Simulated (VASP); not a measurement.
Set up this calculation in VASP 6.6.1, as the native input.

```
Task                   : single point
Functional             : PBE
Potentials or basis    : VASP PAW PBE potentials, release 64 (Al, H)
Cutoff                 : 520 eV
k mesh                 : 12 × 12 × 14
Occupations            : gaussian, width 0.1 eV
Spin                   : no spin polarisation
Dipole correction      : no
Further INCAR settings : ALGO = Normal; EDIFF = 1e-06; NBANDS = 13
```

The structure of Al3H lies in POSCAR:

```
Al3H
1.0
    4.5660891460      0.0000000000      0.0000000000
   -2.2830445730      3.9543491964      0.0000000000
    0.0000000000      0.0000000000      3.3884925126
Al H
3 1
Direct
    0.3333333333      0.6666666667      0.0000000000
    0.6666666667      0.3333333333      0.0000000000
    0.0000000000      0.0000000000      0.5000000000
    0.0000000000      0.0000000000      0.0000000000
```

The cell was generated, and may not be a known phase.

These files were run (other wordings do the same):

INCAR

```
PREC     = Accurate       # precision mode
ENCUT    = 520            # plane-wave cutoff, eV
EDIFF    = 1E-6           # SCF threshold, eV
ISMEAR   = 0              # smearing method
SIGMA    = 0.1            # smearing width, eV
LREAL    = F              # projectors in reciprocal space
LASPH    = T              # aspherical terms in the spheres
NELM     = 80             # most SCF steps
ALGO     = Normal         # electronic algorithm
ISIF     = 2              # what is computed and relaxed
LWAVE    = F              # write WAVECAR
LCHARG   = F              # write CHGCAR
GGA      = PE             # functional
NBANDS   = 13             # bands
```

KPOINTS

```
regular mesh
0
Gamma
  12 12 14
```

Potentials or basis: VASP PAW PBE potentials, release 64 (Al, H).

Command:

```bash
$ cat potpaw_PBE.64/Al/POTCAR potpaw_PBE.64/H/POTCAR > POTCAR
$ mpirun -np 1 vasp_std > vasp.out
```

Results of the run:

The pressure is 0.0 GPa. The band gap on the k mesh is zero (bands 5 and 6 overlap by 5.30 eV).

It took 42 s on 1 thread of Intel(R) Xeon(R) Platinum 8559C (Emerald Rapids) (shared host), peak memory 0.24 GiB.
